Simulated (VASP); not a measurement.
## Pt: electric field gradients with PBE

The system is Pt.

```xyz
1
Lattice="-0.0294 1.9432 1.9432 1.9432 -0.0294 1.9432 1.9432 1.9432 -0.0294" Properties=species:S:1:pos:R:3 pbc="T T T"
Pt    0.0000    0.0000    0.0000
```

This cell differs from its parent crystal: equal xy, yz and zx shear strains of -1.5 %.

```
Program                : VASP 6.6.1
Task                   : electric field gradients
Functional             : PBE
Potentials or basis    : VASP PAW PBE potentials, release 64 (Pt)
Cutoff                 : 520 eV
k mesh                 : 18 × 18 × 18
Occupations            : fermi-dirac, width 0.03 eV
Spin                   : no spin polarisation
Dipole correction      : no
Further INCAR settings : ALGO = Normal; EDIFF = 1e-08; NBANDS = 11
```

```yaml
Pressure: 11.1 GPa
Band_gap_on_the_k_mesh: zero (band 5 reaches 11.88 eV, above the bottom of band 6 at 9.53 eV)
```

Stress tensor (GPa, compression positive):
```
11.08  1.18  1.18
 1.18 11.08  1.18
 1.18  1.18 11.08
```

Levels at points of the mesh, in eV from the Fermi level:
```
           k point  band 3  band 4  band 5  band 6  band 7  band 8
(0.00, 0.00, 0.00)   -3.92   -3.64   -1.64   -1.64   14.62   19.38
(0.50, 0.00, 0.00)   -3.70   -0.56   -0.07    0.10    5.78   14.25
(0.50, 0.50, 0.00)   -0.01    0.48    0.52    1.77    8.94   11.13
(0.50, 0.50, 0.50)   -3.92   -0.30    0.09    0.09    6.20   14.03
```

Electric field gradients, principal values (V/Å²):
| atom | least | middle | greatest (by size) |
| --- | --- | --- | --- |
| 1 Pt | 2.082 | 2.082 | -4.164 |

Wall time 42 s on 1 thread of AMD EPYC 9R45 96-Core Processor (Zen 5), on a shared host, peak memory 0.17 GiB.

Caveat: the cell differs from its parent crystal (equal xy, yz and zx shear strains of -1.5 %); without QUAD_EFG the Cq values of the log hold for a quadrupole moment of 1 mb, not for the nuclei; spin-orbit coupling is left out, which moves the levels of the heavy elements.
